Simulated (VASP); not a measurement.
Input of a VASP 6.6.1 run:

POSCAR

```
Pb
1.0
    2.7024647918      0.0000000000      0.0000000000
   -1.3512323959      2.3404031625      0.0000000000
    0.0000000000      0.0000000000      4.2658390126
Pb
2
Direct
    0.3333333333      0.6666666667      0.2500000000
    0.6666666667      0.3333333333      0.7500000000
```

INCAR.step1

```
SYSTEM = Pb
PREC = Accurate
ENCUT = 520
ISMEAR = 0
SIGMA = 0.1
LREAL = .FALSE.
LASPH = .TRUE.
NELM = 80
NBANDS = 21
GGA = PE
ALGO = Normal
EDIFF = 1E-4
LWAVE = .TRUE.
LCHARG = .FALSE.
```

File INCAR.step2:

```
SYSTEM = Pb
PREC = Accurate
ENCUT = 520
EDIFF = 1E-6
ISMEAR = 0
SIGMA = 0.1
LREAL = .FALSE.
LASPH = .TRUE.
NELM = 80
ALGO = Normal
ISIF = 2
LWAVE = .FALSE.
LCHARG = .TRUE.
METAGGA = R2SCAN
LMIXTAU = .TRUE.
LELF = .TRUE.
LVHAR = .TRUE.
NBANDS = 21
ISTART = 1
```

Contents of KPOINTS:

```
regular mesh
0
G
  6 6 4
  0 0 0
```

Potentials or basis: VASP PAW PBE potentials, release 64 (Pb_d).

Launch:

```bash
$ cat potpaw_PBE.64/Pb_d/POTCAR > POTCAR
$ cp INCAR.step1 INCAR
$ mpirun -np 1 vasp_std > vasp.out
$ cp INCAR.step2 INCAR
$ mpirun -np 1 vasp_std > vasp.out
```

What does it give for the pressure?

285.0 GPa.

Predict the band gap on the k mesh.

zero (bands 14 and 15 overlap by 11.83 eV).

Stress tensor (GPa, compression positive):
```
276.48   0.00   0.00
  0.00 276.48   0.00
  0.00   0.00 302.14
```

Caveat: the k points lie up to 0.45 Å⁻¹ apart, too coarse for converged energies and pressures of a metal; the PAW data sets were made with another functional, which shifts forces and pressure a little; spin-orbit coupling is left out, which moves the levels of the heavy elements.
